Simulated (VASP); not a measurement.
Runs of VASP 6.6.1 on Gd. The structure is that of space group Im-3m (No. 229), or close to it. The cells are those of the table. This isn't the form of Gd at room conditions, which is hcp.

```csv
cell,gap on the mesh (eV),pressure (GPa),moment (μB)
"a = 3.478 Å, angles 109.5°, 1 atom",none,(b),7.96
"a = 3.565 Å, angles 109.5°, 1 atom",none,-1.5,7.97
"a = 3.386 Å, angles 109.5°, 1 atom",none,4.4,7.86
"a = 3.417 Å, angles 109.5°, 1 atom",none,3.3,7.88
"a = 3.536 Å, angles 109.5°, 1 atom",none,-0.7,7.97
"a = 3.507 Å, angles 109.5°, 1 atom",none,0.2,7.97
"a = 3.621 Å, angles 109.5°, 1 atom",none,-2.8,7.98
"a = 3.448 Å, angles 109.5°, 1 atom",none,2.3,(a)
```

Alike in all rows: task single point; level r2SCAN; potentials or basis VASP PAW PBE potentials, release 64 (Gd); spin collinear, ferromagnetic start; k mesh 8 × 8 × 8; cutoff (eV) 520; smearing methfessel-paxton 0.1 eV.

Question: Fill in the values left out.

Answer: (a) 7.94; (b) 1.3.

Caveats: the PAW data sets were made with another functional, which shifts forces and pressure a little; spin-orbit coupling is left out, which moves the levels of the heavy elements; semilocal functionals describe open f shells poorly, which spoils levels, moments and volumes; the cell stands under pressure (at least some runs).

A k mesh can miss the band edges, and the runs leave out spin-orbit coupling on Gd.

A gap of «none» marks levels without a gap at the run's occupations.
